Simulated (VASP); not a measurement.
TePb:

```xyz
2
Lattice="0.0000 3.2310 3.2310 3.2310 0.0000 3.2310 3.2310 3.2310 0.0000" Properties=species:S:1:pos:R:3 pbc="T T T"
Pb    0.0000    0.0000    0.0000
Te    3.2310    3.2310    3.2310
```

- Program: VASP 6.6.1
- Task: relaxation of cell and atoms
- Functional: LDA
- Potentials or basis: VASP PAW LDA potentials, release 64 (Pb_d, Te)
- Cutoff: 500 eV
- k mesh: 7 × 7 × 7
- Occupations: fermi-dirac, width 0.05 eV
- Spin: no spin polarisation

At the start: pressure -1.7 GPa; volume 33.73 Å³/atom.

Where does the relaxation end?

Over 3 steps the energy falls by 6.6 meV/atom and the volume is 32.50 Å³/atom (-3.6 %); space group Fm-3m (No. 225, to 0.05 Å).

Step by step:
| step | energy change (eV) | largest force (eV/Å) | pressure (GPa) | volume (Å³) |
| --- | --- | --- | --- | --- |
| 1 | 0.0000 | 0.0000 | -1.67 | 67.46 |
| 2 | -0.0111 | 0.0000 | 0.73 | 64.08 |
| 3 | -0.0132 | 0.0000 | -0.01 | 65.01 |

Final structure:
```
Pb Te
1.0
     0.00000    3.19137    3.19137
     3.19137    0.00000    3.19137
     3.19137    3.19137    0.00000
Pb Te
1 1
Cartesian
  0.0000 0.0000 0.0000
  3.1914 3.1914 3.1914
```
